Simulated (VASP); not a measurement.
# MgO (I4/mmm) in VASP: settings compared

The runs below take MgO through single point, with PBE, r2SCAN.

Program: VASP 6.6.1. These are calculated values, not measurements. Logs are shortened: lines on timing, memory, paths and dates and some standing lists are left out, and cuts for length are marked.

## Step 1: The cell of the first run

Symmetry: I4/mmm, No. 139, tetragonal system. Conventional cell: a = 3.062 Å, b = 3.062 Å, c = 4.133 Å, α = 90.00°, β = 90.00°, γ = 90.00°. Mg (site symmetry 4/mmm) has 6 O at 2.07 to 2.17 Å within 2.7 Å. O (site symmetry 4/mmm) has 6 Mg at 2.07 to 2.17 Å within 2.7 Å.

## Step 2: Single point, PBE (epitaxial xy strain +3.0%)

Contents of INCAR:

```
SYSTEM = MgO
PREC = Accurate
ENCUT = 520
EDIFF = 1E-6
ISMEAR = -1
SIGMA = 0.02
LREAL = .FALSE.
LASPH = .TRUE.
NELM = 60
ALGO = Normal
ISIF = 2
LWAVE = .FALSE.
LCHARG = .TRUE.
GGA = PE
LELF = .TRUE.
LVHAR = .TRUE.
NBANDS = 11
```

Contents of KPOINTS:

```
Automatic mesh
0
G
  10 10 10
  0 0 0
```

Contents of POSCAR:

```
MgO
1.0
    0.0000000000      2.1652324379      2.0667334819
    2.1652324379      0.0000000000      2.0667334819
    2.1652324379      2.1652324379      0.0000000000
Mg O
1 1
Direct
    0.0000000000      0.0000000000      0.0000000000
    0.5000000000      0.5000000000      0.5000000000
```

Potentials or basis: VASP PAW PBE potentials, release 64 (Mg, O).

On the command line:

```
$ cat potpaw_PBE.64/Mg/POTCAR potpaw_PBE.64/O/POTCAR > POTCAR
$ mpirun -np 1 vasp_std > vasp.out
```

OUTCAR:

```text
SYSTEM = MgO
   PREC = Accurate
   ENCUT = 520
   EDIFF = 1E-6
   ISMEAR = -1
   LREAL = .FALSE.
   LASPH = .TRUE.
   NELM = 60
   ISIF = 2
   GGA = PE

 ion  position               nearest neighbor table
   1  0.000  0.000  0.000-   2 2.07   2 2.07   2 2.17   2 2.17   2 2.17   2 2.17
   2  0.500  0.500  0.500-   1 2.07   1 2.07   1 2.17   1 2.17   1 2.17   1 2.17

  LATTYP: Found a body centered tetragonal cell.
 ALAT       =     3.0621010794
 C/A-ratio  =     1.3498793334

  Lattice vectors:

 A1 = (   0.0000000000,  -2.1652324379,  -2.0667334819)
 A2 = (   0.0000000000,   2.1652324379,  -2.0667334819)
 A3 = (   2.1652324379,   0.0000000000,   2.0667334819)

Analysis of symmetry for initial positions (statically):
=====================================================================
 Subroutine PRICEL returns:
 Original cell was already a primitive cell.

 Routine SETGRP: Setting up the symmetry group for a
 body centered tetragonal supercell.

 Subroutine GETGRP returns: Found 16 space group operations
 (whereof 16 operations were pure point group operations)
 out of a pool of 16 trial point group operations.

The static configuration has the point symmetry D_4h.

Analysis of symmetry for dynamics (positions and initial velocities):
=====================================================================
 Subroutine PRICEL returns:
 Original cell was already a primitive cell.

 Routine SETGRP: Setting up the symmetry group for a
 body centered tetragonal supercell.

 Subroutine GETGRP returns: Found 16 space group operations
 (whereof 16 operations were pure point group operations)
 out of a pool of 16 trial point group operations.

The dynamic configuration has the point symmetry D_4h.

 Subroutine INISYM returns: Found 16 space group operations
 (whereof 16 operations are pure point group operations),
 and found     1 'primitive' translations

----------------------------------------------------------------------------------------

                                     Primitive cell

  volume of cell :      19.3787

  direct lattice vectors                    reciprocal lattice vectors
     0.000000000  2.165232438  2.066733482    -0.230922090  0.230922090  0.241927662
     2.165232438  0.000000000  2.066733482     0.230922090 -0.230922090  0.241927662
     2.165232438  2.165232438  0.000000000     0.230922090  0.230922090 -0.241927662

  length of vectors
     2.993262233  2.993262233  3.062101079     0.406422215  0.406422215  0.406422215

  position of ions in fractional coordinates (direct lattice)
     0.000000000  0.000000000  0.000000000
     0.500000000  0.500000000  0.500000000

  ion indices of the primitive-cell ions
   primitive index   ion index
                 1           1
                 2           2

----------------------------------------------------------------------------------------

 KPOINTS: Automatic mesh

Automatic generation of k-mesh.
 Grid dimensions read from file:
 generate k-points for:   10   10   10

 Generating k-lattice:

  Cartesian coordinates                     Fractional coordinates (reciprocal lattice)
    -0.023092209  0.023092209  0.024192766     0.100000000  0.000000000  0.000000000
     0.023092209 -0.023092209  0.024192766     0.000000000  0.100000000  0.000000000
     0.023092209  0.023092209 -0.024192766    -0.000000000 -0.000000000  0.100000000

  Length of vectors
     0.040642222  0.040642222  0.040642222

  Shift w.r.t. Gamma in fractional coordinates (k-lattice)
     0.000000000  0.000000000  0.000000000

 Subroutine IBZKPT returns following result:
 ===========================================

 Found    102 irreducible k-points:

 Following reciprocal coordinates:
            Coordinates               Weight
  0.000000  0.000000  0.000000      1.000000
  0.100000 -0.000000  0.000000      8.000000
  0.200000 -0.000000  0.000000      8.000000
  0.300000 -0.000000  0.000000      8.000000
  0.400000 -0.000000  0.000000      8.000000
  0.500000 -0.000000  0.000000      4.000000
[... 16 lines left out ...]
  0.300000  0.300000  0.000000      2.000000
  0.400000  0.300000  0.000000      8.000000
 [... further k-points ...]
   k-points           NKPTS =    102   k-points in BZ     NKDIM =    102   number of bands    NBANDS=     11
   number of dos      NEDOS =    301   number of ions     NIONS =      2
   total plane-waves  NPLWV =  13824
   dimension x,y,z NGX =    24 NGY =   24 NGZ =   24
   dimension x,y,z NGXF=    48 NGYF=   48 NGZF=   48
   ions per type =               1   1
   NGX,Y,Z   is equivalent  to a cutoff of  13.33, 13.33, 13.03 a.u.
   NGXF,Y,Z  is equivalent  to a cutoff of  26.66, 26.66, 26.06 a.u.
 SYSTEM =  MgO
   PREC   = accura    normal or accurate (medium, high low for compatibility)
   ISTART =      0    job   : 0-new  1-cont  2-samecut
   ICHARG =      2    charge: 1-file 2-atom 10-const
   ISPIN  =      1    spin polarized calculation?
   LNONCOLLINEAR =      F non collinear calculations
   LSORBIT =      F    spin-orbit coupling
   LASPH  =      T    aspherical Exc in radial PAW
   ENCUT  =  520.0 eV  38.22 Ry    6.18 a.u.   5.57  5.57  5.69*2*pi/ulx,y,z
   NELM   =     60;   NELMIN=  2; NELMDL= -5     # of ELM steps
   EDIFF  = 0.1E-05   stopping-criterion for ELM
   LREAL  =      F    real-space projection
   EDIFFG = 0.1E-04   stopping-criterion for IOM
   NSW    =      0    number of steps for IOM
   IBRION =     -1    ionic relax: 0-MD 1-quasi-New 2-CG
   NFREE  =      0    steps in history (QN), initial steepest desc. (CG)
   ISIF   =      2    stress and relaxation
   ISYM   =      2    0-nonsym 1-usesym 2-fastsym
   POTIM  = 0.5000    time-step for ionic-motion
   TEBEG  =    0.0;   TEEND  =   0.0 temperature during run
   PSTRESS=    0.0 pullay stress
   NELECT =       8.0000    total number of electrons
   NUPDOWN=      -1.0000    fix difference up-down
   EMIN   =  10.00;   EMAX   =-10.00  energy-range for DOS
   EFERMI =   0.00;   METHOD = LEGACY
   ISMEAR =    -1;   SIGMA  =   0.02  broadening in eV -4-tet -1-fermi 0-gaus
   EFERMI_NEDOS =   21; number of points for ismear=-14 and -15
   IALGO  =     38    algorithm
   IMIX   =      4    mixing-type and parameters
     AMIX     =   0.40;   BMIX     =  1.00
     AMIX_MAG =   1.60;   BMIX_MAG =  1.00
  volume/ion in A,a.u.               =       9.69        65.39
  Fermi-wavevector in a.u.,A,eV,Ry     =   1.218981  2.303540 20.217101  1.485915
  Thomas-Fermi vector in A             =   2.354249
   LORBIT       =      0    0 simple, 1 ext, 2 COOP (PROOUT), +10 PAW based schemes
   GGA     = PE    functional components
   LHFCALC =     F    Hartree Fock is set to
   AEXX    =    0.0000 exact exchange contribution
   IVDW    =     0    specifies the selected vdW correction
   LEPSILON=     F    determine dielectric tensor
   LRPA    =     F    only Hartree local field effects (RPA)
 non-spin polarized calculation
  energy-cutoff  :      520.00
  volume of cell :       19.38
 maximum number of plane-waves:       536
 NGX is ok and might be reduce to    24
   NGX = 11   NGY = 11   NGZ = 11

 number of electron       8.0000001 magnetization

 Free energy of the ion-electron system (eV)
  ---------------------------------------------------
  ext. energy  EPLUGINS =         0.00000000
  ---------------------------------------------------
  free energy    TOTEN  =       -11.89492792 eV

  energy without entropy =      -11.89492792  energy(sigma->0) =      -11.89492792

 E-fermi :   3.3827     XC(G=0): -10.9032

 val. band max:        2.9507250379   @ k =   0.0000   0.0000   0.0000
 cond. band min:       7.2811886269   @ k =   0.0000   0.0000   0.0000
 fundamental gap:      4.3304635891
 Fermi energy:         3.3826927492

 k-point     1 :       0.0000    0.0000    0.0000
  band No.  band energies     occupation
      1     -14.1689      2.00000
      2       2.8346      2.00000
      3       2.9507      2.00000
      4       2.9507      2.00000
      5       7.2812      0.00000
      6      18.3755      0.00000
      7      18.3755      0.00000
      8      18.8474      0.00000
      9      22.3589      0.00000
     10      23.3265      0.00000
     11      24.8471      0.00000

 k-point     2 :       0.1000   -0.0000    0.0000
  band No.  band energies     occupation
      1     -14.0696      2.00000
      2       2.2611      2.00000
      3       2.8246      2.00000
      4       2.8782      2.00000
      5       7.9139      0.00000
      6      17.2795      0.00000
      7      18.5843      0.00000
      8      18.9279      0.00000
      9      22.6504      0.00000
     10      23.7680      0.00000
     11      24.0825      0.00000

 k-point     3 :       0.2000   -0.0000    0.0000
  band No.  band energies     occupation
      1     -13.7976      2.00000
      2       0.9815      2.00000
      3       2.6811      2.00000
      4       2.6949      2.00000
      5       9.1130      0.00000
      6      15.7543      0.00000
      7      18.9134      0.00000
      8      19.4460      0.00000
      9      22.1457      0.00000
     10      22.9951      0.00000
     11      24.6985      0.00000

 k-point     4 :       0.3000   -0.0000    0.0000
  band No.  band energies     occupation
      1     -13.4318      2.00000
      2      -0.2855      2.00000
      3       2.4803      2.00000
      4       2.5146      2.00000
      5      10.0839      0.00000
      6      14.9853      0.00000
      7      18.7982      0.00000
      8      19.6847      0.00000
      9      22.8196      0.00000
     10      23.1613      0.00000
     11      24.1546      0.00000
[... 239 lines left out ...]
 k-point    22 :      -0.2000    0.2000    0.0000
  band No.  band energies     occupation
      1     -13.3469      2.00000
      2       0.0240      2.00000
      3       1.5955      2.00000
      4       2.4781      2.00000
      5      10.9956      0.00000
      6      14.8664      0.00000
      7      17.5736      0.00000
      8      19.8407      0.00000
      9      20.9046      0.00000
     10      23.8524      0.00000
     11      27.8197      0.00000

 k-point    23 :       0.3000    0.3000    0.0000
  band No.  band energies     occupation
      1     -13.1812      2.00000
      2      -0.1448      2.00000
      3       1.9335      2.00000
      4       1.9335      2.00000
      5      11.3955      0.00000
      6      13.0547      0.00000
      7      17.5160      0.00000
      8      20.0958      0.00000
      9      20.0958      0.00000
     10      26.1655      0.00000
     11      30.2366      0.00000

 k-point    24 :       0.4000    0.3000    0.0000
  band No.  band energies     occupation
      1     -12.9493      2.00000
      2      -0.5248      2.00000
      3       1.6002      2.00000
      4       1.7759      2.00000
      5      12.1139      0.00000
      6      12.7370      0.00000
      7      16.5988      0.00000
      8      20.2678      0.00000
      9      20.5399      0.00000
     10      26.9926      0.00000
     11      29.6862      0.00000

 [... further k-points ...]
[... 5 lines left out ...]
  --------------------------------------------------------------------------------------
  -------------------------------------------------------------------------------------
  Total       -0.4878067     -0.4878067      0.5704875      0.0000000      0.0000000     -0.0000000
  in kB      -40.3306154    -40.3306154     47.1664503      0.0000000      0.0000000     -0.0000000
  external PRESSURE =     -11.1649268 kB  Pullay stress =       0.0000000 kB

 VOLUME and BASIS-vectors are now :
 -----------------------------------------------------------------------------
  energy-cutoff  :      520.00
  volume of cell :       19.38
      direct lattice vectors                 reciprocal lattice vectors
     0.000000000  2.165232438  2.066733482    -0.230922090  0.230922090  0.241927662
     2.165232438  0.000000000  2.066733482     0.230922090 -0.230922090  0.241927662
     2.165232438  2.165232438  0.000000000     0.230922090  0.230922090 -0.241927662

 POSITION                                       TOTAL-FORCE (eV/Angst)
 -----------------------------------------------------------------------------------
      0.00000      0.00000      0.00000         0.000000     -0.000000      0.000000
      2.16523      2.16523      2.06673        -0.000000      0.000000     -0.000000
 -----------------------------------------------------------------------------------
    total drift:                               -0.000000     -0.000000      0.000000

  FREE ENERGIE OF THE ION-ELECTRON SYSTEM (eV)
  ---------------------------------------------------
  free  energy   TOTEN  =       -11.8949279245 eV

  energy  without entropy=      -11.8949279245  energy(sigma->0) =      -11.89492792
```

It took 32 s on 1 thread of AMD EPYC 7R13 (Zen 3), shared host; peak memory 0.11 GiB.

What came out:

```yaml
Free_energy: -11.8949 eV
Pressure: -1.1 GPa
Band_gap_on_the_k_mesh: 4.33 eV, direct
```

Stress tensor (GPa, compression positive):
```
-4.03  0.00  0.00
 0.00 -4.03  0.00
 0.00  0.00  4.72
```

Levels at points of the mesh, in eV from the valence-band top:
```tsv
k point	band 2	band 3	band 4	band 5	band 6	band 7
(0.00, 0.00, 0.00)	-0.12	0.00	0.00	4.33	15.42	15.42
(0.50, 0.00, 0.00)	-4.49	-0.70	-0.61	7.62	12.14	15.41
(0.50, 0.50, 0.00)	-3.86	-1.46	-1.46	8.73	9.54	13.09
(0.50, 0.00, 0.50)	-4.02	-1.41	-1.13	9.22	9.57	12.47
```

Caveat: the cell differs from its parent crystal (epitaxial xy strain +3.0%).

## Step 3: Single point, PBE (epitaxial xy strain +4.0%)

Contents of INCAR:

```
PREC = Accurate ; ENCUT = 520
EDIFF = 1E-6 ; ISMEAR = -1
SIGMA = 0.02 ; LREAL = False
LASPH = True ; NELM = 60
ALGO = Normal ; ISIF = 2
LWAVE = False ; LCHARG = True
GGA = PE ; LELF = True
LVHAR = True ; NBANDS = 11
```

Contents of KPOINTS:

```
regular mesh
0
Gamma
  10 10 10
```

Contents of POSCAR:

```
MgO
1.0
    0.0000000000      2.1862541121      2.0560504775
    2.1862541121      0.0000000000      2.0560504775
    2.1862541121      2.1862541121      0.0000000000
Mg O
1 1
Direct
    0.0000000000      0.0000000000      0.0000000000
    0.5000000000      0.5000000000      0.5000000000
```

Potentials or basis: VASP PAW PBE potentials, release 64 (Mg, O).

On the command line:

```
$ cat potpaw_PBE.64/Mg/POTCAR potpaw_PBE.64/O/POTCAR > POTCAR
$ mpirun -np 1 vasp_std > vasp.out
```

Run time: 35 s. Hardware: 1 thread of AMD EPYC 7R13 (Zen 3), shared host; peak memory 0.12 GiB.

It converged, with:

```yaml
Free_energy: -11.8801 eV
Pressure: -2.6 GPa
Band_gap_on_the_k_mesh: 4.18 eV, direct
```

Stress tensor (GPa, compression positive):
```
-6.30  0.00  0.00
 0.00 -6.30  0.00
 0.00  0.00  4.67
```

Levels at points of the mesh, in eV from the valence-band top:
```csv
k point,band 2,band 3,band 4,band 5,band 6,band 7
"(0.00, 0.00, 0.00)",-0.16,0.00,0.00,4.18,15.30,15.30
"(0.50, 0.00, 0.00)",-4.45,-0.71,-0.60,7.51,11.96,15.11
"(0.50, 0.50, 0.00)",-3.79,-1.49,-1.49,8.61,9.40,13.07
"(0.50, 0.00, 0.50)",-3.99,-1.43,-1.06,9.26,9.41,12.25
```

Caveat: the cell differs from its parent crystal (epitaxial xy strain +4.0%).

## Step 4: Single point, r2SCAN (epitaxial xy strain +3.0%)

Contents of POSCAR:

```
MgO
1.0
    0.0000000000      2.1652324379      2.0667334819
    2.1652324379      0.0000000000      2.0667334819
    2.1652324379      2.1652324379      0.0000000000
Mg O
1 1
Direct
    0.0000000000      0.0000000000      0.0000000000
    0.5000000000      0.5000000000      0.5000000000
```

Contents of INCAR.step1:

```
SYSTEM = MgO
ALGO = Normal
EDIFF = 1E-4
ENCUT = 520
GGA = PE
ISMEAR = 0
LASPH = .TRUE.
LCHARG = .FALSE.
LREAL = .FALSE.
LWAVE = .TRUE.
NBANDS = 11
NELM = 100
PREC = Accurate
SIGMA = 0.01
```

Contents of INCAR.step2:

```
SYSTEM = MgO
ALGO = Normal
EDIFF = 1E-6
ENCUT = 520
ISIF = 2
ISMEAR = 0
ISTART = 1
LASPH = .TRUE.
LCHARG = .FALSE.
LMIXTAU = .TRUE.
LREAL = .FALSE.
LWAVE = .FALSE.
METAGGA = R2SCAN
NBANDS = 11
NELM = 100
PREC = Accurate
SIGMA = 0.01
```

Contents of KPOINTS:

```
k-points
0
G
  10 10 10
  0 0 0
```

On the command line:

```
$ cat potpaw_PBE.64/Mg/POTCAR potpaw_PBE.64/O/POTCAR > POTCAR
$ cp INCAR.step1 INCAR
$ mpirun -np 1 vasp_std > vasp.out
$ cp INCAR.step2 INCAR
$ mpirun -np 1 vasp_std > vasp.out
```

Wall time 2.2 min (1 thread of AMD EPYC 7R13 (Zen 3), shared host); peak memory 0.12 GiB.

It converged, with:

```yaml
Free_energy: -16.1244 eV
Pressure: -6.9 GPa
Band_gap_on_the_k_mesh: 5.19 eV, direct
```

Stress tensor (GPa, compression positive):
```
-9.72  0.00  0.00
 0.00 -9.72  0.00
 0.00  0.00 -1.15
```

Levels at points of the mesh, in eV from the valence-band top:
| k point | band 1 | band 2 | band 3 | band 4 | band 5 | band 6 | band 7 | band 8 | band 9 |
| --- | --- | --- | --- | --- | --- | --- | --- | --- | --- |
| (0.00, 0.00, 0.00) | -18.06 | -0.12 | 0.00 | 0.00 | 5.19 | 16.45 | 16.45 | 16.93 | 20.65 |
| (0.50, 0.00, 0.00) | -16.90 | -4.49 | -0.72 | -0.63 | 8.51 | 13.32 | 16.49 | 17.59 | 21.74 |
| (0.50, 0.50, 0.00) | -16.59 | -3.88 | -1.49 | -1.49 | 9.62 | 10.62 | 14.27 | 19.40 | 19.40 |
| (0.50, 0.00, 0.50) | -16.70 | -4.04 | -1.44 | -1.15 | 10.13 | 10.64 | 13.64 | 19.50 | 20.41 |

Caveat: the cell differs from its parent crystal (epitaxial xy strain +3.0%); the PAW data sets were made with another functional, which shifts forces and pressure a little.

## Step 5: Single point, r2SCAN (epitaxial xy strain +4.0%)

Contents of POSCAR:

```
MgO
1.0
    0.0000000000      2.1862541121      2.0560504775
    2.1862541121      0.0000000000      2.0560504775
    2.1862541121      2.1862541121      0.0000000000
Mg O
1 1
Direct
    0.0000000000      0.0000000000      0.0000000000
    0.5000000000      0.5000000000      0.5000000000
```

Contents of INCAR.step1:

```
PREC = Accurate ; ENCUT = 520
ISMEAR = 0 ; SIGMA = 0.01
LREAL = F ; LASPH = T
NELM = 80 ; NBANDS = 11
GGA = PE ; ALGO = Normal
EDIFF = 1E-4 ; LWAVE = T
LCHARG = F
```

Contents of INCAR.step2:

```
PREC = Accurate ; ENCUT = 520
EDIFF = 1E-6 ; ISMEAR = 0
SIGMA = 0.01 ; LREAL = F
LASPH = T ; NELM = 80
ALGO = Normal ; ISIF = 2
LWAVE = F ; LCHARG = F
METAGGA = R2SCAN ; LMIXTAU = T
NBANDS = 11 ; ISTART = 1
```

Contents of KPOINTS:

```
Automatic mesh
0
Gamma
  10 10 10
```

On the command line:

```
$ cat potpaw_PBE.64/Mg/POTCAR potpaw_PBE.64/O/POTCAR > POTCAR
$ cp INCAR.step1 INCAR
$ mpirun -np 1 vasp_std > vasp.out
$ cp INCAR.step2 INCAR
$ mpirun -np 1 vasp_std > vasp.out
```

Run time: 3.1 min. Hardware: 1 thread of AMD EPYC 7R13 (Zen 3), shared host; peak memory 0.12 GiB.

It converged, with:

```yaml
Free_energy: -16.1001 eV
Pressure: -8.3 GPa
Band_gap_on_the_k_mesh: 5.04 eV, direct
```

Stress tensor (GPa, compression positive):
```
-11.86   0.00   0.00
  0.00 -11.86   0.00
  0.00   0.00  -1.14
```

Levels at points of the mesh, in eV from the valence-band top:
| k point | band 1 | band 2 | band 3 | band 4 | band 5 | band 6 | band 7 | band 8 | band 9 |
| --- | --- | --- | --- | --- | --- | --- | --- | --- | --- |
| (0.00, 0.00, 0.00) | -18.01 | -0.16 | 0.00 | 0.00 | 5.04 | 16.32 | 16.32 | 16.95 | 20.54 |
| (0.50, 0.00, 0.00) | -16.88 | -4.44 | -0.73 | -0.62 | 8.40 | 13.13 | 16.19 | 17.64 | 21.49 |
| (0.50, 0.50, 0.00) | -16.55 | -3.80 | -1.52 | -1.52 | 9.49 | 10.47 | 14.23 | 19.06 | 19.06 |
| (0.50, 0.00, 0.50) | -16.70 | -4.01 | -1.45 | -1.08 | 10.16 | 10.49 | 13.40 | 19.21 | 20.38 |

Caveat: the cell differs from its parent crystal (epitaxial xy strain +4.0%); the PAW data sets were made with another functional, which shifts forces and pressure a little.

## Step 6: Overview

```tsv
level	cell	smearing	gap on the mesh (eV)	pressure (GPa)
PBE	a = 2.993, b = 2.993, c = 3.062 Å, angles 59.2, 59.2, 61.5°, 2 atoms	fermi-dirac 0.02 eV	4.33	-1.1
PBE	a = 3.001, b = 3.001, c = 3.092 Å, angles 59.0, 59.0, 62.0°, 2 atoms	fermi-dirac 0.02 eV	4.18	-2.6
r2SCAN	a = 2.993, b = 2.993, c = 3.062 Å, angles 59.2, 59.2, 61.5°, 2 atoms	gaussian 0.01 eV	5.19	-6.9
r2SCAN	a = 3.001, b = 3.001, c = 3.092 Å, angles 59.0, 59.0, 62.0°, 2 atoms	gaussian 0.01 eV	5.04	-8.3
```

Alike in all rows: task single point; potentials or basis VASP PAW PBE potentials, release 64 (Mg, O); no spin polarisation; k mesh 10 × 10 × 10; cutoff (eV) 520.

Caveats: the PAW data sets were made with another functional, which shifts forces and pressure a little (some runs).

Absolute energies hang on the potentials; compare differences alone.
